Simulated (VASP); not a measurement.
Input of a VASP 6.6.1 run:

The input INCAR:

```
SYSTEM = LaP
ALGO     = Normal         ! electronic algorithm
EDIFF    = 1E-7           ! SCF threshold, eV
ENCUT    = 520            ! plane-wave cutoff, eV
ISIF     = 2              ! what is computed and relaxed
ISMEAR   = -1             ! smearing method
LASPH    = .True.         ! aspherical terms in the spheres
LCHARG   = .True.         ! write CHGCAR
LELF     = .True.         ! ELF
LREAL    = .False.        ! projectors in reciprocal space
LVHAR    = .True.       
LWAVE    = .False.        ! write WAVECAR
NBANDS   = 15             ! bands
NELM     = 60             ! most SCF steps
PREC     = Accurate       ! precision mode
SIGMA    = 0.03           ! smearing width, eV
```

Contents of KPOINTS:

```
k-points
0
Gamma
  10 10 10
  0 0 0
```

File POSCAR:

```
LaP
1.0
    0.0000000000      3.0125000000      3.0426250000
    3.0125000000      0.0000000000      3.0426250000
    3.0125000000      3.0125000000      0.0000000000
La P
1 1
Direct
    0.0000000000      0.0000000000      0.0000000000
    0.5000000000      0.5000000000      0.5000000000
```

Potentials or basis: VASP PAW LDA potentials, release 64 (La, P).

The run is started by

```bash
$ cat potpaw_LDA.64/La/POTCAR potpaw_LDA.64/P/POTCAR > POTCAR
$ mpirun -np 1 vasp_std > vasp.out
```

Question: What does it give for the pressure?

Answer: -3.9 GPa.

Question: What does it give for the band gap on the k mesh?

Answer: Zero (bands 8 and 9 overlap by 0.20 eV).

Stress tensor (GPa, compression positive):
```
-3.49  0.00  0.00
 0.00 -3.49  0.00
 0.00  0.00 -4.73
```

Caveat: the cell differs from its parent crystal (zz strain of +1 %); the cell stands under tension; spin-orbit coupling is left out, which moves the levels of the heavy elements.
